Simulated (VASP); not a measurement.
A run of VASP 6.6.1 is set up as follows.

File INCAR:

```
PREC = Accurate
ENCUT = 520
EDIFF = 1E-7
ISMEAR = 0
SIGMA = 0.1
LREAL = F
LASPH = T
NELM = 150
ALGO = Normal
ISIF = 2
LWAVE = F
LCHARG = F
ISPIN = 2
MAGMOM = 1 1 0 0 0 0
LORBIT = 11
LMAXMIX = 4
GGA = PE
NBANDS = 33
```

Contents of KPOINTS:

```
Automatic mesh
0
Gamma
  6 6 6
```

File POSCAR:

```
ZrSi2
1.0
    1.8530000400     -7.3674998300      0.0000000000
    1.8530000400      7.3674998300      0.0000000000
    0.0000000000      0.0000000000      3.6719999300
Zr Si
2 4
Direct
    0.8945999900      0.1054000100      0.2500000000
    0.1054000100      0.8945999900      0.7500000000
    0.5522000000      0.4478000000      0.2500000000
    0.4478000000      0.5522000000      0.7500000000
    0.2495999900      0.7504000100      0.2500000000
    0.7504000100      0.2495999900      0.7500000000
```

Potentials or basis: VASP PAW PBE potentials, release 64 (Zr_sv, Si).

Launch:

```bash
$ cat potpaw_PBE.64/Zr_sv/POTCAR potpaw_PBE.64/Si/POTCAR > POTCAR
$ mpirun -np 1 vasp_std > vasp.out
```

Question: Estimate the net moment.

Answer: 0.00 μB per cell.

Question: Predict the largest force.

Answer: 0.191 eV/Å.

Question: Predict the band gap on the k mesh.

Answer: Zero (filled and empty bands overlap).

Question: Predict the pressure.

Answer: 1.0 GPa.

Stress tensor (GPa, compression positive):
```
0.85 0.00 0.00
0.00 1.26 0.00
0.00 0.00 0.83
```
